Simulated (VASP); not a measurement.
# HfC5 (P6/mmm) in VASP: notebook

The runs below take HfC5 through relaxation of cell and atoms, with PBE.

All numbers are computed with VASP 6.6.1; they aren't measurements. Logs are shortened: lines on timing, memory, paths and dates and some standing lists are left out, and cuts for length are marked.

### 1 The cell of the first run

It takes space group P6/mmm (No. 191, hexagonal). Conventional cell: a = 4.984 Å, b = 4.984 Å, c = 4.149 Å, α = 90.00°, β = 90.00°, γ = 120.00°. Within 3.8 Å of Hf (site symmetry 6/mmm) lie 18 C at 2.88 to 3.24 Å. C (site symmetry mmm) has 8 C at 2.49 to 2.52 Å and 4 Hf at 3.24 Å within 3.3 Å. Within 3.3 Å of C (site symmetry -6m2) lie 9 C at 2.52 to 2.88 Å and 3 Hf at 2.88 Å.

The cell was built from a structure type or drawn by symmetry, and may not be a known phase.

### 2 Relaxation of cell and atoms, PBE

INCAR

```
  PREC = Accurate
  ENCUT = 600
  EDIFF = 1E-7
  ISMEAR = 0
  SIGMA = 0.1
  LREAL = False
  LASPH = True
  NELM = 60
  ALGO = Normal
  ISIF = 3
  LWAVE = False
  LCHARG = False
  GGA = PE
  IBRION = 2
  NSW = 90
  EDIFFG = -0.04
```

KPOINTS

```
regular mesh
0
Gamma
  6 6 4
```

POSCAR

```
HfC5
1.0
    4.9841835200      0.0000000000      0.0000000000
   -2.4920917600      4.3164295400      0.0000000000
    0.0000000000      0.0000000000      4.1493530500
Hf C
1 5
Direct
    0.0000000000      0.0000000000      0.0000000000
    0.0000000000      0.5000000000      0.5000000000
    0.3333333300      0.6666666700      0.0000000000
    0.6666666700      0.3333333300      0.0000000000
    0.5000000000      0.0000000000      0.5000000000
    0.5000000000      0.5000000000      0.5000000000
```

Potentials or basis: VASP PAW PBE potentials, release 64 (Hf_pv, C).

Command:

```console
> cat potpaw_PBE.64/Hf_pv/POTCAR potpaw_PBE.64/C/POTCAR > POTCAR
> mpirun -np 1 vasp_std > vasp.out
```

OUTCAR:

```text
PREC = Accurate
   ENCUT = 600
   EDIFF = 1E-7
   ISMEAR = 0
   LREAL = False
   LASPH = True
   NELM = 60
   ISIF = 3
   GGA = PE
   IBRION = 2
   NSW = 90
   EDIFFG = -0.04

 ion  position               nearest neighbor table
   1  0.000  0.000  0.000-   3 2.88   4 2.88   3 2.88   4 2.88   4 2.88   3 2.88
   2  0.000  0.500  0.500-
   3  0.333  0.667  0.000-   1 2.88   1 2.88   1 2.88
   4  0.667  0.333  0.000-   1 2.88   1 2.88   1 2.88
   5  0.500  0.000  0.500-
   6  0.500  0.500  0.500-

  LATTYP: Found a hexagonal cell.
 ALAT       =     4.9841835200
 C/A-ratio  =     0.8325040668

  Lattice vectors:

 A1 = (   4.9841835200,   0.0000000000,   0.0000000000)
 A2 = (  -2.4920917600,   4.3164295400,   0.0000000000)
 A3 = (   0.0000000000,   0.0000000000,   4.1493530500)

Analysis of symmetry for initial positions (statically):
=====================================================================
 Subroutine PRICEL returns:
 Original cell was already a primitive cell.

 Routine SETGRP: Setting up the symmetry group for a
 hexagonal supercell.

 Subroutine GETGRP returns: Found 24 space group operations
 (whereof 24 operations were pure point group operations)
 out of a pool of 24 trial point group operations.

The static configuration has the point symmetry D_6h.

Analysis of symmetry for dynamics (positions and initial velocities):
=====================================================================
 Subroutine PRICEL returns:
 Original cell was already a primitive cell.

 Routine SETGRP: Setting up the symmetry group for a
 hexagonal supercell.

 Subroutine GETGRP returns: Found 24 space group operations
 (whereof 24 operations were pure point group operations)
 out of a pool of 24 trial point group operations.

The dynamic configuration has the point symmetry D_6h.

 Subroutine INISYM returns: Found 24 space group operations
 (whereof 24 operations are pure point group operations),
 and found     1 'primitive' translations

----------------------------------------------------------------------------------------

                                     Primitive cell

  volume of cell :      89.2687

  direct lattice vectors                    reciprocal lattice vectors
     4.984183520  0.000000000  0.000000000     0.200634667  0.115836479  0.000000000
    -2.492091760  4.316429540  0.000000000     0.000000000  0.231672958  0.000000000
     0.000000000  0.000000000  4.149353050     0.000000000  0.000000000  0.241001426

  length of vectors
     4.984183520  4.984183515  4.149353050     0.231672958  0.231672958  0.241001426

  position of ions in fractional coordinates (direct lattice)
     0.000000000  0.000000000  0.000000000
     0.000000000  0.500000000  0.500000000
     0.333333330  0.666666670  0.000000000
     0.666666670  0.333333330  0.000000000
     0.500000000  0.000000000  0.500000000
     0.500000000  0.500000000  0.500000000

  ion indices of the primitive-cell ions
   primitive index   ion index
                 1           1
                 2           2
                 3           3
                 4           4
                 5           5
                 6           6

----------------------------------------------------------------------------------------

 KPOINTS: regular mesh

Automatic generation of k-mesh.
 Grid dimensions read from file:
 generate k-points for:    6    6    4

 Generating k-lattice:

  Cartesian coordinates                     Fractional coordinates (reciprocal lattice)
     0.033439111  0.019306080  0.000000000     0.166666667  0.000000000  0.000000000
     0.000000000  0.038612160  0.000000000     0.000000000  0.166666667  0.000000000
     0.000000000  0.000000000  0.060250356     0.000000000  0.000000000  0.250000000

  Length of vectors
     0.038612160  0.038612160  0.060250356

  Shift w.r.t. Gamma in fractional coordinates (k-lattice)
     0.000000000  0.000000000  0.000000000

 Subroutine IBZKPT returns following result:
 ===========================================

 Found     21 irreducible k-points:

 Following reciprocal coordinates:
            Coordinates               Weight
  0.000000  0.000000  0.000000      1.000000
  0.166667 -0.000000  0.000000      6.000000
  0.333333  0.000000  0.000000      6.000000
  0.500000 -0.000000  0.000000      3.000000
  0.166667  0.166667  0.000000      6.000000
  0.333333  0.166667  0.000000     12.000000
[... 13 lines left out ...]
  0.333333  0.166667  0.500000     12.000000
  0.333333  0.333333  0.500000      2.000000
   k-points           NKPTS =     21   k-points in BZ     NKDIM =     21   number of bands    NBANDS=     19
   number of dos      NEDOS =    301   number of ions     NIONS =      6
   total plane-waves  NPLWV =  57600
   dimension x,y,z NGX =    40 NGY =   40 NGZ =   36
   dimension x,y,z NGXF=    80 NGYF=   80 NGZF=   72
   ions per type =               1   5
   NGX,Y,Z   is equivalent  to a cutoff of  13.34, 13.34, 14.42 a.u.
   NGXF,Y,Z  is equivalent  to a cutoff of  26.68, 26.68, 28.85 a.u.
 SYSTEM =  unknown system
   PREC   = accura    normal or accurate (medium, high low for compatibility)
   ISTART =      0    job   : 0-new  1-cont  2-samecut
   ICHARG =      2    charge: 1-file 2-atom 10-const
   ISPIN  =      1    spin polarized calculation?
   LNONCOLLINEAR =      F non collinear calculations
   LSORBIT =      F    spin-orbit coupling
   LASPH  =      T    aspherical Exc in radial PAW
   ENCUT  =  600.0 eV  44.10 Ry    6.64 a.u.   9.95  9.95  8.29*2*pi/ulx,y,z
   NELM   =     60;   NELMIN=  2; NELMDL= -5     # of ELM steps
   EDIFF  = 0.1E-06   stopping-criterion for ELM
   LREAL  =      F    real-space projection
   EDIFFG = -.4E-01   stopping-criterion for IOM
   NSW    =     90    number of steps for IOM
   IBRION =      2    ionic relax: 0-MD 1-quasi-New 2-CG
   NFREE  =      1    steps in history (QN), initial steepest desc. (CG)
   ISIF   =      3    stress and relaxation
   ISYM   =      2    0-nonsym 1-usesym 2-fastsym
   POTIM  = 0.5000    time-step for ionic-motion
   TEBEG  =    0.0;   TEEND  =   0.0 temperature during run
   PSTRESS=    0.0 pullay stress
   NELECT =      30.0000    total number of electrons
   NUPDOWN=      -1.0000    fix difference up-down
   EMIN   =  10.00;   EMAX   =-10.00  energy-range for DOS
   EFERMI =   0.00;   METHOD = LEGACY
   ISMEAR =     0;   SIGMA  =   0.10  broadening in eV -4-tet -1-fermi 0-gaus
   EFERMI_NEDOS =   21; number of points for ismear=-14 and -15
   IALGO  =     38    algorithm
   IMIX   =      4    mixing-type and parameters
     AMIX     =   0.40;   BMIX     =  1.00
     AMIX_MAG =   1.60;   BMIX_MAG =  1.00
  volume/ion in A,a.u.               =      14.88       100.40
  Fermi-wavevector in a.u.,A,eV,Ry     =   1.138192  2.150871 17.626092  1.295481
  Thomas-Fermi vector in A             =   2.274897
   LORBIT       =      0    0 simple, 1 ext, 2 COOP (PROOUT), +10 PAW based schemes
   GGA     = PE    functional components
   LHFCALC =     F    Hartree Fock is set to
   AEXX    =    0.0000 exact exchange contribution
   IVDW    =     0    specifies the selected vdW correction
   LEPSILON=     F    determine dielectric tensor
   LRPA    =     F    only Hartree local field effects (RPA)
 conjugate gradient relaxation of ions
 non-spin polarized calculation
 Gauss-broadening in eV      SIGMA  =   0.10
  energy-cutoff  :      600.00
  volume of cell :       89.27
 maximum number of plane-waves:      3016
 NGX is ok and might be reduce to    40
   NGX = 19   NGY = 19   NGZ = 17

--------------------------------------- Ionic step        1  -------------------------------------------

 number of electron      29.9999999 magnetization

 Free energy of the ion-electron system (eV)
  ---------------------------------------------------
  ext. energy  EPLUGINS =         0.00000000
  ---------------------------------------------------
  free energy    TOTEN  =       -32.73936054 eV

  energy without entropy =      -32.71763940  energy(sigma->0) =      -32.72849997

 E-fermi :   2.7587     XC(G=0): -10.2331

 val. band max:        2.7252372143   @ k =   0.1667  -0.0000   0.2500
 cond. band min:       2.7838968070   @ k =   0.5000  -0.0000   0.0000
 fundamental gap:      0.0586595927
 Fermi energy:         2.7586856233

 k-point     1 :       0.0000    0.0000    0.0000
  band No.  band energies     occupation
      1     -29.8739      2.00000
      2     -29.6814      2.00000
      3     -29.6814      2.00000
      4     -10.0576      2.00000
      5      -5.5656      2.00000
      6      -5.0373      2.00000
[... 11 lines left out ...]
     18       3.3050      0.00000
     19       4.2577      0.00000
[... 551 lines left out ...]
  FREE ENERGIE OF THE ION-ELECTRON SYSTEM (eV)
  ---------------------------------------------------
  free  energy   TOTEN  =       -38.7979506050 eV

  energy  without entropy=      -38.7708853155  energy(sigma->0) =      -38.78441796

[... ionic steps 4 to 21 ...]

--------------------------------------- Ionic step       22  -------------------------------------------

 number of electron      30.0000000 magnetization

------------------------ aborting loop because EDIFF is reached ----------------------------------------

  FORCE on cell =-STRESS in cart. coord.  units (eV):
  Direction    XX          YY          ZZ          XY          YZ          ZX
  --------------------------------------------------------------------------------------
  -------------------------------------------------------------------------------------
  Total        0.5957762      0.5957762     -0.0548114      0.0000000      0.0000000      0.0000000
  in kB       20.3971643     20.3971642     -1.8765376      0.0000000      0.0000000      0.0000000
  external PRESSURE =      12.9725970 kB  Pullay stress =       0.0000000 kB
[... 65 lines left out ...]
  energy  without entropy=      -41.0083191597  energy(sigma->0) =      -41.01183773

--------------------------------------- Ionic step       24  -------------------------------------------

 number of electron      30.0000000 magnetization

 Free energy of the ion-electron system (eV)
  ---------------------------------------------------
  ext. energy  EPLUGINS =         0.00000000
  ---------------------------------------------------
  free energy    TOTEN  =       -41.01593507 eV

  energy without entropy =      -41.00892690  energy(sigma->0) =      -41.01243098

 E-fermi :   9.1591     XC(G=0): -13.1978

 val. band max:        9.1538400735   @ k =   0.1667   0.1667   0.2500
 cond. band min:       9.2908314308   @ k =   0.0000   0.0000   0.2500
 fundamental gap:      0.1369913573
 Fermi energy:         9.1591305716

 k-point     1 :       0.0000    0.0000    0.0000
  band No.  band energies     occupation
      1     -22.4802      2.00000
      2     -22.4802      2.00000
      3     -21.2750      2.00000
      4     -10.2727      2.00000
      5      -4.9771      2.00000
      6      -3.4648      2.00000
[... 11 lines left out ...]
     18      11.1668      0.00000
     19      12.2651      0.00000
[... 471 lines left out ...]
  FREE ENERGIE OF THE ION-ELECTRON SYSTEM (eV)
  ---------------------------------------------------
  free  energy   TOTEN  =       -41.0159350655 eV

  energy  without entropy=      -41.0089268957  energy(sigma->0) =      -41.01243098

 reached required accuracy - stopping structural energy minimisation
```

It took 10 min on 1 thread of AMD EPYC 7R13 (Zen 3), shared host; peak memory 0.24 GiB.

Results:

```yaml
Free_energy: -41.0159 eV
Relaxed_volume: 7.82 Å³/atom
Relaxed_cell: a = 4.593 Å, b = 4.593 Å, c = 2.569 Å, α = 90.00°, β = 90.00°, γ = 120.00°
Space_group_after_relaxing_to_0.1_Å: P6/mmm (No. 191)
Energy_gained_by_relaxing: 1379.4 meV/atom
Ionic_steps: 24
Pressure_after_relaxing: 0.6 GPa
Band_gap_on_the_k_mesh: zero (bands 15 and 16 overlap by 2.86 eV)
```

The path:
```
step  energy change (eV)  largest force (eV/Å)  pressure (GPa)  volume (Å³)
   1              0.0000                0.0000          -33.59        89.27
   2             -5.9789                0.0000           -8.50        54.73
   3             -6.0586                0.0000           -0.98        52.12
   4             -6.0583                0.0000            1.11        51.51
   5             -6.0642                0.0000           -0.51        51.96
   6             -6.0666                0.0000           -2.31        52.51
   7             -6.0684                0.0000           -2.50        52.56
   8             -6.0734                0.0000           -3.15        52.71
   9             -6.0814                0.0000           -4.79        53.01
  10             -6.1080                0.0000           -8.12        53.56
  11             -6.3522                0.0000          -14.14        54.53
  12             -7.1303                0.0000          -22.88        55.84
  13             -5.2085                0.0000          -14.69        55.61
  14             -7.3312                0.0000          -26.41        56.09
  15             -7.3131                0.0000          -26.06        56.06
  16             -7.5037                0.0000          -24.21        54.93
  17             -7.9704                0.0000          -16.86        51.62
  18             -8.2312                0.0000            9.03        45.39
  19             -8.2715                0.0000           -0.89        47.23
  20             -8.2733                0.0000            0.54        46.94
  21             -8.2730                0.0000            1.40        46.76
  22             -8.2752                0.0000            1.30        46.80
  23             -8.2760                0.0000            1.13        46.83
  24             -8.2766                0.0000            0.58        46.94
```

Final structure:
```cif
data_structure
_symmetry_space_group_name_H-M 'P 1'
_symmetry_Int_Tables_number 1
_cell_length_a 4.5933
_cell_length_b 4.5933
_cell_length_c 2.5690
_cell_angle_alpha 90.000
_cell_angle_beta 90.000
_cell_angle_gamma 120.000
_cell_volume 46.94
loop_
_atom_site_label
_atom_site_type_symbol
_atom_site_fract_x
_atom_site_fract_y
_atom_site_fract_z
_atom_site_occupancy
Hf1 Hf 0.00000 0.00000 0.00000 1
C1 C 0.00000 0.50000 0.50000 1
C2 C 0.33333 0.66667 0.00000 1
C3 C 0.66667 0.33333 0.00000 1
C4 C 0.50000 0.00000 0.50000 1
C5 C 0.50000 0.50000 0.50000 1
```

Caveat: the k points lie up to 0.61 Å⁻¹ apart in the final cell, too coarse for converged energies and pressures of a metal; the volume moved by over 15 % at a fixed basis, so the end points are rough; spin-orbit coupling is left out, which moves the levels of the heavy elements.

### 3 Relaxation of cell and atoms, PBE

This run uses another cell than the first one, of 7.94 Å³/atom.

INCAR

```
SYSTEM = HfC5
ALGO = Normal
EDIFF = 1E-7
EDIFFG = -0.01
ENCUT = 600
GGA = PE
IBRION = 2
ISIF = 3
ISMEAR = 0
LASPH = .TRUE.
LCHARG = .FALSE.
LREAL = .FALSE.
LWAVE = .FALSE.
NELM = 100
NSW = 100
PREC = Accurate
SIGMA = 0.1
```

KPOINTS

```
k-points
0
G
  12 12 14
  0 0 0
```

POSCAR

```
HfC5
1.0
    4.6043623181      0.0000000000      0.0000000000
   -2.3021811591      3.9874947357      0.0000000000
    0.0000000000      0.0000000000      2.5962202263
Hf C
1 5
Direct
    0.0000000000      0.0000000000      0.0000000000
    0.0000000000      0.5000000000      0.5000000000
    0.3333333333      0.6666666667      0.0000000000
    0.6666666667      0.3333333333      0.0000000000
    0.5000000000      0.0000000000      0.5000000000
    0.5000000000      0.5000000000      0.5000000000
```

Potentials or basis: VASP PAW PBE potentials, release 64 (Hf_pv, C).

Command:

```console
> cat potpaw_PBE.64/Hf_pv/POTCAR potpaw_PBE.64/C/POTCAR > POTCAR
> mpirun -np 1 vasp_std > vasp.out
```

Wall time 7.6 min (1 thread of AMD EPYC 7R13 (Zen 3), shared host); peak memory 0.28 GiB.

Results (log left out):

```
Free energy                           : -41.1426 eV
Relaxed volume                        : 7.90 Å³/atom
Relaxed cell                          : a = 4.613 Å, b = 4.613 Å, c = 2.572 Å, α = 90.00°, β = 90.00°, γ = 120.00°
Space group after relaxing (to 0.1 Å) : P6/mmm (No. 191)
Energy gained by relaxing             : 1.5 meV/atom
Ionic steps                           : 5
Pressure after relaxing               : -0.1 GPa
Band gap on the k mesh                : zero (bands 15 and 16 overlap by 2.96 eV)
```

Stress tensor (GPa, compression positive):
```
-0.13  0.00  0.00
 0.00 -0.13  0.00
 0.00  0.00  0.07
```

The path:
```
step  energy change (eV)  largest force (eV/Å)  pressure (GPa)  volume (Å³)
   1              0.0000                0.0000           -1.49        47.67
   2             -0.0055                0.0000            1.34        47.15
   3             -0.0090                0.0000            0.21        47.35
   4             -0.0090                0.0000            0.24        47.35
   5             -0.0090                0.0000           -0.07        47.41
```

Final structure:
```xyz
6
Lattice="4.6135 0.0000 0.0000 -2.3067 3.9954 0.0000 0.0000 0.0000 2.5721" Properties=species:S:1:pos:R:3 pbc="T T T"
Hf    0.0000    0.0000    2.5721
C    -1.1534    1.9977    1.2861
C     0.0000    2.6636    0.0000
C     2.3067    1.3318    2.5721
C     0.0000    3.9954    1.2861
C     1.1534    1.9977    1.2861
```

Levels at points of the mesh, in eV from the Fermi level:
| k point | band 12 | band 13 | band 14 | band 15 | band 16 | band 17 | band 18 | band 19 |
| --- | --- | --- | --- | --- | --- | --- | --- | --- |
| (0.00, 0.00, 0.00) | 0.87 | 0.87 | 1.05 | 1.74 | 1.95 | 1.95 | 2.14 | 3.31 |
| (0.50, 0.00, 0.00) | -2.14 | -2.08 | -2.03 | 0.41 | 1.58 | 1.93 | 3.41 | 3.92 |
| (0.00, 0.00, 0.50) | -6.13 | -6.13 | -0.79 | -0.79 | 2.84 | 2.84 | 3.23 | 4.27 |
| (0.50, 0.00, 0.50) | -2.59 | -2.41 | -1.58 | -1.30 | -0.84 | -0.78 | 1.06 | 2.31 |

Caveat: spin-orbit coupling is left out, which moves the levels of the heavy elements.

[end of part 1 of 2]
